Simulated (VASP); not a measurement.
Write the native input for VASP 6.6.1 that does the following.

* Task: single point
* Functional: HSE06
* Potentials or basis: VASP PAW PBE potentials, release 64 (P, Ga_d, As)
* Cutoff: 400 eV
* k mesh: 4 × 4 × 4
* Occupations: gaussian, width 0.01 eV
* Spin: no spin polarisation
* Dipole correction: no
* Grid for exact exchange (PRECFOCK): Normal
* Further INCAR settings: ALGO = Normal; EDIFF = 1e-06; NBANDS = 26
* Share of exact exchange: 0.25
* Screening parameter: 0.2079 1/Å

Ga2AsP:

```
P Ga As
1.0
     3.93133    0.00000    0.00000
     0.00000    3.93133    0.00000
     0.00000    0.00000    5.55318
P Ga As
1 2 1
Direct
  0.00000 0.00000 0.00000
  0.00000 0.50000 0.75853
  0.50000 0.00000 0.24147
  0.50000 0.50000 0.50000
```

One way to write it, as run:

POSCAR

```
Ga2AsP
1.0
    3.9313280010      0.0000000000      0.0000000000
    0.0000000000      3.9313280010      0.0000000000
    0.0000000000      0.0000000000      5.5531814462
P Ga As
1 2 1
Direct
    0.0000000000      0.0000000000      0.0000000000
    0.0000000000      0.5000000000      0.7585251816
    0.5000000000      0.0000000000      0.2414748184
    0.5000000000      0.5000000000      0.5000000000
```

INCAR.step1

```
SYSTEM = Ga2AsP
PREC = Accurate
ENCUT = 400
EDIFF = 1E-5
ISMEAR = 0
SIGMA = 0.01
LREAL = .FALSE.
LASPH = .TRUE.
NELM = 120
ALGO = Normal
ISIF = 2
LWAVE = .TRUE.
GGA = PE
NBANDS = 26
GGA_COMPAT = .FALSE.
```

INCAR.step2

```
SYSTEM = Ga2AsP
PREC = Accurate
ENCUT = 400
EDIFF = 1E-6
ISMEAR = 0
SIGMA = 0.01
LREAL = .FALSE.
LASPH = .TRUE.
NELM = 120
ALGO = Normal
ISIF = 2
LWAVE = .FALSE.
LCHARG = .TRUE.
GGA = PE
LHFCALC = .TRUE.
HFSCREEN = 0.2079
PRECFOCK = Normal
LELF = .TRUE.
LVHAR = .TRUE.
ISTART = 1
NBANDS = 26
GGA_COMPAT = .FALSE.
```

KPOINTS

```
regular mesh
0
G
  4 4 4
  0 0 0
```

Potentials or basis: VASP PAW PBE potentials, release 64 (P, Ga_d, As).

The run is started by

```sh
$ cat potpaw_PBE.64/P/POTCAR potpaw_PBE.64/Ga_d/POTCAR potpaw_PBE.64/As/POTCAR > POTCAR
$ cp INCAR.step1 INCAR
$ mpirun -np 1 vasp_std > vasp.out
$ cp INCAR.step2 INCAR
$ mpirun -np 1 vasp_std > vasp.out
```

It gave:

- Pressure: 0.4 GPa
- Band gap on the k mesh: 1.91 eV (least direct gap 1.97 eV)

Caveat: the PAW data sets were made with another functional, which shifts forces and pressure a little.

Wall time 100 min on 1 thread of Intel Xeon 8259CL (shared host), peak memory 0.32 GiB.
